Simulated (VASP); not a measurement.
Hf: single point with PBEsol

The system is Hf.

```
CELL_PARAMETERS angstrom
-1.76815 1.76815 1.76815
1.76815 -1.76815 1.76815
1.76815 1.76815 -1.76815
ATOMIC_POSITIONS crystal
Hf 0.00000 0.00000 0.00000
```

This cell differs from its parent crystal: volume scaled by 0.94.

```
Program             : VASP 6.6.1
Task                : single point
Functional          : PBEsol
Potentials or basis : VASP PAW PBE potentials, release 64 (Hf_pv)
Cutoff              : 520 eV
k mesh              : 16 × 16 × 16
Occupations         : fermi-dirac, width 0.08 eV
Spin                : no spin polarisation
```

```yaml
Pressure: -4.0 GPa
Band_gap_on_the_k_mesh: zero (band 5 reaches 6.01 eV, above the bottom of band 6 at 3.73 eV)
```

Levels at points of the mesh, in eV from the Fermi level:
```csv
k point,band 3,band 4,band 5,band 6,band 7,band 8
"(0.00, 0.00, 0.00)",-29.73,-7.08,1.52,1.52,1.52,4.35
"(0.50, 0.00, 0.00)",-29.73,-3.41,-0.52,1.14,4.18,5.20
"(0.50, 0.50, 0.50)",-30.33,-2.61,-2.61,6.88,6.88,6.88
```

Run time: 10 s on 1 thread of Intel(R) Xeon(R) 6975P-C (Granite Rapids) (shared host), peak memory 0.16 GiB.

Caveat: the PAW data sets were made with another functional, which shifts forces and pressure a little; spin-orbit coupling is left out, which moves the levels of the heavy elements.
